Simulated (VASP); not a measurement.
# CdSe (F-43m) in VASP: further runs

Runs on CdSe. Level: LDA. Tasks: single point.

All numbers are computed with VASP 6.6.1; they aren't measurements. Logs are shortened: lines on timing, memory, paths and dates and some standing lists are left out, and cuts for length are marked.

## (1) The cell of the first run

Symmetry: F-43m, No. 216, cubic system. Conventional cell: a = 6.161 Å, b = 6.161 Å, c = 6.161 Å, α = 90.00°, β = 90.00°, γ = 90.00°. Cd (site symmetry -43m) has 4 Se at 2.67 Å within 3.5 Å. Within 3.5 Å of Se (site symmetry -43m) lie 4 Cd at 2.67 Å.

## (2) Single point, LDA (volume scaled by 1.01)

Input file INCAR:

```
PREC = Accurate ; ENCUT = 520
EDIFF = 1E-6 ; ISMEAR = -1
SIGMA = 0.03 ; LREAL = False
LASPH = True ; NELM = 80
ALGO = Normal ; ISIF = 2
LWAVE = False ; LCHARG = True
LELF = True ; LVHAR = True
NBANDS = 16
```

Input file KPOINTS:

```
Automatic mesh
0
Gamma
  8 8 8
```

Input file POSCAR:

```
CdSe
1.0
    0.0000000000      3.0804715101      3.0804715101
    3.0804715101      0.0000000000      3.0804715101
    3.0804715101      3.0804715101      0.0000000000
Cd Se
1 1
Direct
    0.0000000000      0.0000000000      0.0000000000
    0.2500000000      0.2500000000      0.2500000000
```

Potentials or basis: VASP PAW LDA potentials, release 64 (Cd, Se).

Launch:

```console
$ cat potpaw_LDA.64/Cd/POTCAR potpaw_LDA.64/Se/POTCAR > POTCAR
$ mpirun -np 1 vasp_std > vasp.out
```

OUTCAR:

```text
PREC = Accurate
   ENCUT = 520
   EDIFF = 1E-6
   ISMEAR = -1
   LREAL = False
   LASPH = True
   NELM = 80
   ISIF = 2

 ion  position               nearest neighbor table
   1  0.000  0.000  0.000-   2 2.67   2 2.67   2 2.67   2 2.67
   2  0.250  0.250  0.250-   1 2.67   1 2.67   1 2.67   1 2.67

  LATTYP: Found a face centered cubic cell.
 ALAT       =     6.1609430202

  Lattice vectors:

 A1 = (   0.0000000000,   3.0804715101,   3.0804715101)
 A2 = (   3.0804715101,   0.0000000000,   3.0804715101)
 A3 = (   3.0804715101,   3.0804715101,   0.0000000000)

Analysis of symmetry for initial positions (statically):
=====================================================================
 Subroutine PRICEL returns:
 Original cell was already a primitive cell.

 Routine SETGRP: Setting up the symmetry group for a
 face centered cubic supercell.

 Subroutine GETGRP returns: Found 24 space group operations
 (whereof 24 operations were pure point group operations)
 out of a pool of 48 trial point group operations.

The static configuration has the point symmetry T_d .

Analysis of symmetry for dynamics (positions and initial velocities):
=====================================================================
 Subroutine PRICEL returns:
 Original cell was already a primitive cell.

 Routine SETGRP: Setting up the symmetry group for a
 face centered cubic supercell.

 Subroutine GETGRP returns: Found 24 space group operations
 (whereof 24 operations were pure point group operations)
 out of a pool of 48 trial point group operations.

The dynamic configuration has the point symmetry T_d .

 Subroutine INISYM returns: Found 24 space group operations
 (whereof 24 operations are pure point group operations),
 and found     1 'primitive' translations

----------------------------------------------------------------------------------------

                                     Primitive cell

  volume of cell :      58.4631

  direct lattice vectors                    reciprocal lattice vectors
     0.000000000  3.080471510  3.080471510    -0.162312814  0.162312814  0.162312814
     3.080471510  0.000000000  3.080471510     0.162312814 -0.162312814  0.162312814
     3.080471510  3.080471510  0.000000000     0.162312814  0.162312814 -0.162312814

  length of vectors
     4.356444588  4.356444588  4.356444588     0.281134041  0.281134041  0.281134041

  position of ions in fractional coordinates (direct lattice)
     0.000000000  0.000000000  0.000000000
     0.250000000  0.250000000  0.250000000

  ion indices of the primitive-cell ions
   primitive index   ion index
                 1           1
                 2           2

----------------------------------------------------------------------------------------

 KPOINTS: Automatic mesh

Automatic generation of k-mesh.
 Grid dimensions read from file:
 generate k-points for:    8    8    8

 Generating k-lattice:

  Cartesian coordinates                     Fractional coordinates (reciprocal lattice)
    -0.020289102  0.020289102  0.020289102     0.125000000  0.000000000  0.000000000
     0.020289102 -0.020289102  0.020289102     0.000000000  0.125000000  0.000000000
     0.020289102  0.020289102 -0.020289102     0.000000000  0.000000000  0.125000000

  Length of vectors
     0.035141755  0.035141755  0.035141755

  Shift w.r.t. Gamma in fractional coordinates (k-lattice)
     0.000000000  0.000000000  0.000000000

 Subroutine IBZKPT returns following result:
 ===========================================

 Found     29 irreducible k-points:

 Following reciprocal coordinates:
            Coordinates               Weight
  0.000000  0.000000  0.000000      1.000000
  0.125000  0.000000  0.000000      8.000000
  0.250000  0.000000  0.000000      8.000000
  0.375000  0.000000  0.000000      8.000000
  0.500000  0.000000  0.000000      4.000000
  0.125000  0.125000  0.000000      6.000000
[... 16 lines left out ...]
  0.500000  0.250000  0.125000     48.000000
 -0.375000  0.250000  0.125000     24.000000
 [... further k-points ...]
   k-points           NKPTS =     29   k-points in BZ     NKDIM =     29   number of bands    NBANDS=     16
   number of dos      NEDOS =    301   number of ions     NIONS =      2
   total plane-waves  NPLWV =  32768
   dimension x,y,z NGX =    32 NGY =   32 NGZ =   32
   dimension x,y,z NGXF=    64 NGYF=   64 NGZF=   64
   ions per type =               1   1
   NGX,Y,Z   is equivalent  to a cutoff of  12.21, 12.21, 12.21 a.u.
   NGXF,Y,Z  is equivalent  to a cutoff of  24.42, 24.42, 24.42 a.u.
 SYSTEM =  unknown system
   PREC   = accura    normal or accurate (medium, high low for compatibility)
   ISTART =      0    job   : 0-new  1-cont  2-samecut
   ICHARG =      2    charge: 1-file 2-atom 10-const
   ISPIN  =      1    spin polarized calculation?
   LNONCOLLINEAR =      F non collinear calculations
   LSORBIT =      F    spin-orbit coupling
   LASPH  =      T    aspherical Exc in radial PAW
   ENCUT  =  520.0 eV  38.22 Ry    6.18 a.u.   8.10  8.10  8.10*2*pi/ulx,y,z
   NELM   =     80;   NELMIN=  2; NELMDL= -5     # of ELM steps
   EDIFF  = 0.1E-05   stopping-criterion for ELM
   LREAL  =      F    real-space projection
[... 7 lines left out ...]
   TEBEG  =    0.0;   TEEND  =   0.0 temperature during run
   PSTRESS=    0.0 pullay stress
   NELECT =      18.0000    total number of electrons
   NUPDOWN=      -1.0000    fix difference up-down
   EMIN   =  10.00;   EMAX   =-10.00  energy-range for DOS
   EFERMI =   0.00;   METHOD = LEGACY
   ISMEAR =    -1;   SIGMA  =   0.03  broadening in eV -4-tet -1-fermi 0-gaus
   EFERMI_NEDOS =   21; number of points for ismear=-14 and -15
   IALGO  =     38    algorithm
   IMIX   =      4    mixing-type and parameters
     AMIX     =   0.40;   BMIX     =  1.00
     AMIX_MAG =   1.60;   BMIX_MAG =  1.00
  volume/ion in A,a.u.               =      29.23       197.26
  Fermi-wavevector in a.u.,A,eV,Ry     =   1.105448  2.088995 16.626539  1.222016
  Thomas-Fermi vector in A             =   2.241936
   LORBIT       =      0    0 simple, 1 ext, 2 COOP (PROOUT), +10 PAW based schemes
   GGA     = CA    functional components
   LHFCALC =     F    Hartree Fock is set to
   AEXX    =    0.0000 exact exchange contribution
   IVDW    =     0    specifies the selected vdW correction
   LEPSILON=     F    determine dielectric tensor
   LRPA    =     F    only Hartree local field effects (RPA)
 non-spin polarized calculation
  energy-cutoff  :      520.00
  volume of cell :       58.46
 maximum number of plane-waves:      1591
   NGX = 17   NGY = 17   NGZ = 17

 number of electron      18.0000008 magnetization

 Free energy of the ion-electron system (eV)
  ---------------------------------------------------
  ext. energy  EPLUGINS =         0.00000000
  ---------------------------------------------------
  free energy    TOTEN  =        -6.72038564 eV

  energy without entropy =       -6.72036354  energy(sigma->0) =       -6.72037459

 E-fermi :   0.6650     XC(G=0):  -9.1216

 val. band max:        0.5044755060   @ k =   0.0000   0.0000   0.0000
 cond. band min:       0.7889106595   @ k =   0.0000   0.0000   0.0000
 fundamental gap:      0.2844351535
 Fermi energy:         0.6649845844

 k-point     1 :       0.0000    0.0000    0.0000
  band No.  band energies     occupation
      1     -11.9329      2.00000
      2      -7.3199      2.00000
      3      -7.3199      2.00000
      4      -7.3199      2.00000
      5      -6.9806      2.00000
      6      -6.9806      2.00000
[... 8 lines left out ...]
     15      11.5023      0.00000
     16      11.5023      0.00000

 k-point     2 :       0.1250    0.0000    0.0000
  band No.  band energies     occupation
      1     -11.8830      2.00000
      2      -7.3043      2.00000
      3      -7.3043      2.00000
      4      -7.2751      2.00000
      5      -6.9814      2.00000
      6      -6.9814      2.00000
[... 8 lines left out ...]
     15      10.6958      0.00000
     16      10.6958      0.00000

 k-point     3 :       0.2500    0.0000    0.0000
  band No.  band energies     occupation
      1     -11.7611      2.00000
      2      -7.2702      2.00000
      3      -7.2702      2.00000
      4      -7.1245      2.00000
      5      -6.9788      2.00000
      6      -6.9788      2.00000
[... 8 lines left out ...]
     15      10.4417      0.00000
     16      10.4417      0.00000

 k-point     4 :       0.3750    0.0000    0.0000
  band No.  band energies     occupation
      1     -11.6378      2.00000
      2      -7.2432      2.00000
      3      -7.2432      2.00000
      4      -6.9674      2.00000
      5      -6.9674      2.00000
      6      -6.8752      2.00000
[... 8 lines left out ...]
     15      11.2810      0.00000
     16      11.2810      0.00000

 k-point     5 :       0.5000    0.0000    0.0000
  band No.  band energies     occupation
      1     -11.5864      2.00000
      2      -7.2346      2.00000
      3      -7.2346      2.00000
      4      -6.9595      2.00000
      5      -6.9595      2.00000
      6      -6.7171      2.00000
[... 8 lines left out ...]
     15      12.4248      0.00000
     16      12.4248      0.00000

 k-point     6 :       0.1250    0.1250    0.0000
  band No.  band energies     occupation
      1     -11.8665      2.00000
      2      -7.2892      2.00000
      3      -7.2892      2.00000
      4      -7.2802      2.00000
      5      -6.9909      2.00000
      6      -6.9728      2.00000
[... 8 lines left out ...]
     15      11.0606      0.00000
     16      11.6388      0.00000

 k-point     7 :       0.2500    0.1250    0.0000
  band No.  band energies     occupation
      1     -11.7688      2.00000
      2      -7.2661      2.00000
      3      -7.2528      2.00000
      4      -7.1717      2.00000
      5      -6.9926      2.00000
      6      -6.9655      2.00000
[... 8 lines left out ...]
     15      11.3939      0.00000
     16      11.6396      0.00000

 k-point     8 :       0.3750    0.1250    0.0000
  band No.  band energies     occupation
      1     -11.6462      2.00000
      2      -7.2395      2.00000
      3      -7.2219      2.00000
      4      -7.0232      2.00000
      5      -6.9573      2.00000
      6      -6.9078      2.00000
[... 8 lines left out ...]
     15      11.2961      0.00000
     16      11.8957      0.00000

 k-point     9 :       0.5000    0.1250    0.0000
  band No.  band energies     occupation
      1     -11.5711      2.00000
      2      -7.2252      2.00000
      3      -7.2117      2.00000
      4      -6.9843      2.00000
      5      -6.9573      2.00000
      6      -6.7067      2.00000
[... 8 lines left out ...]
     15      11.6796      0.00000
     16      12.4899      0.00000
[... 172 lines left out ...]
 k-point    19 :       0.5000    0.3750    0.0000
  band No.  band energies     occupation
      1     -11.4940      2.00000
      2      -7.1515      2.00000
      3      -7.1039      2.00000
      4      -7.0817      2.00000
      5      -6.9360      2.00000
      6      -6.6666      2.00000
[... 8 lines left out ...]
     15      12.9246      0.00000
     16      13.3915      0.00000

 k-point    20 :      -0.3750    0.3750    0.0000
  band No.  band energies     occupation
      1     -11.4872      2.00000
      2      -7.1729      2.00000
      3      -7.1209      2.00000
      4      -7.0424      2.00000
      5      -6.9540      2.00000
      6      -6.5803      2.00000
[... 8 lines left out ...]
     15      11.8409      0.00000
     16      14.0670      0.00000

 k-point    21 :       0.5000    0.5000    0.0000
  band No.  band energies     occupation
      1     -11.4773      2.00000
      2      -7.1431      2.00000
      3      -7.0839      2.00000
      4      -7.0839      2.00000
      5      -6.9273      2.00000
      6      -6.6594      2.00000
[... 8 lines left out ...]
     15      12.8568      0.00000
     16      13.4525      0.00000

 k-point    22 :       0.3750    0.2500    0.1250
  band No.  band energies     occupation
      1     -11.6709      2.00000
      2      -7.2325      2.00000
      3      -7.2151      2.00000
      4      -7.0770      2.00000
      5      -6.9726      2.00000
      6      -6.9383      2.00000
[... 8 lines left out ...]
     15      11.8267      0.00000
     16      12.8303      0.00000

 k-point    23 :       0.5000    0.2500    0.1250
  band No.  band energies     occupation
      1     -11.5730      2.00000
      2      -7.2069      2.00000
      3      -7.1905      2.00000
      4      -7.0215      2.00000
      5      -6.9608      2.00000
      6      -6.7641      2.00000
[... 8 lines left out ...]
     15      12.0663      0.00000
     16      12.8171      0.00000

 k-point    24 :      -0.3750    0.2500    0.1250
  band No.  band energies     occupation
      1     -11.5325      2.00000
      2      -7.2023      2.00000
      3      -7.1794      2.00000
      4      -6.9988      2.00000
      5      -6.9659      2.00000
      6      -6.6378      2.00000
[... 8 lines left out ...]
     15      11.9071      0.00000
     16      12.8450      0.00000

 [... further k-points ...]
[... 5 lines left out ...]
  --------------------------------------------------------------------------------------
  -------------------------------------------------------------------------------------
  Total       -1.2112795     -1.2112795     -1.2112795      0.0000000      0.0000000      0.0000000
  in kB      -33.1950533    -33.1950533    -33.1950533      0.0000000      0.0000000      0.0000000
  external PRESSURE =     -33.1950533 kB  Pullay stress =       0.0000000 kB

 VOLUME and BASIS-vectors are now :
 -----------------------------------------------------------------------------
  energy-cutoff  :      520.00
  volume of cell :       58.46
      direct lattice vectors                 reciprocal lattice vectors
     0.000000000  3.080471510  3.080471510    -0.162312814  0.162312814  0.162312814
     3.080471510  0.000000000  3.080471510     0.162312814 -0.162312814  0.162312814
     3.080471510  3.080471510  0.000000000     0.162312814  0.162312814 -0.162312814

 POSITION                                       TOTAL-FORCE (eV/Angst)
 -----------------------------------------------------------------------------------
      0.00000      0.00000      0.00000        -0.000000     -0.000000     -0.000000
      1.54024      1.54024      1.54024         0.000000      0.000000      0.000000
 -----------------------------------------------------------------------------------
    total drift:                               -0.000000     -0.000000     -0.000000

  FREE ENERGIE OF THE ION-ELECTRON SYSTEM (eV)
  ---------------------------------------------------
  free  energy   TOTEN  =        -6.7203856437 eV

  energy  without entropy=       -6.7203635441  energy(sigma->0) =       -6.72037459
```

Run time: 19 s. Hardware: 1 thread of Intel Xeon Platinum 8488C (Sapphire Rapids), shared host; peak memory 0.17 GiB.

Results:

| Quantity | Value |
| --- | --- |
| Free energy | -6.7204 eV |
| Pressure | -3.3 GPa |
| Band gap on the k mesh | 0.28 eV, direct |

## (3) Single point, LDA (volume scaled by 1.04)

Input file INCAR:

```
SYSTEM = CdSe
ALGO     = Normal         ! electronic algorithm
EDIFF    = 1E-7           ! SCF threshold, eV
ENCUT    = 520            ! plane-wave cutoff, eV
ISIF     = 2              ! what is computed and relaxed
ISMEAR   = -1             ! smearing method
LASPH    = .TRUE.         ! aspherical terms in the spheres
LCHARG   = .FALSE.        ! write CHGCAR
LREAL    = .FALSE.        ! projectors in reciprocal space
LWAVE    = .FALSE.        ! write WAVECAR
NBANDS   = 16             ! bands
NELM     = 80             ! most SCF steps
PREC     = Accurate       ! precision mode
SIGMA    = 0.03           ! smearing width, eV
```

Input file KPOINTS:

```
k-points
0
G
  8 8 8
  0 0 0
```

Input file POSCAR:

```
CdSe
1.0
    0.0000000000      3.1106741371      3.1106741371
    3.1106741371      0.0000000000      3.1106741371
    3.1106741371      3.1106741371      0.0000000000
Cd Se
1 1
Direct
    0.0000000000      0.0000000000      0.0000000000
    0.2500000000      0.2500000000      0.2500000000
```

Potentials or basis: VASP PAW LDA potentials, release 64 (Cd, Se).

Launch:

```console
$ cat potpaw_LDA.64/Cd/POTCAR potpaw_LDA.64/Se/POTCAR > POTCAR
$ mpirun -np 1 vasp_std > vasp.out
```

It took 31 s on 1 thread of Intel Xeon Platinum 8488C (Sapphire Rapids), shared host; peak memory 0.18 GiB.

It converged, with:

```
Free energy            : -6.6782 eV
Pressure               : -4.4 GPa
Band gap on the k mesh : 0.23 eV, direct
```

Levels at points of the mesh, in eV from the valence-band top:
```csv
k point,band 6,band 7,band 8,band 9,band 10,band 11,band 12,band 13
"(0.00, 0.00, 0.00)",-7.43,0.00,0.00,0.00,0.23,5.78,5.78,5.78
"(0.50, 0.00, 0.00)",-7.18,-4.10,-0.67,-0.67,2.11,6.29,6.29,6.99
"(0.50, 0.50, 0.00)",-7.13,-3.87,-1.67,-1.67,3.05,3.53,8.57,9.62
```
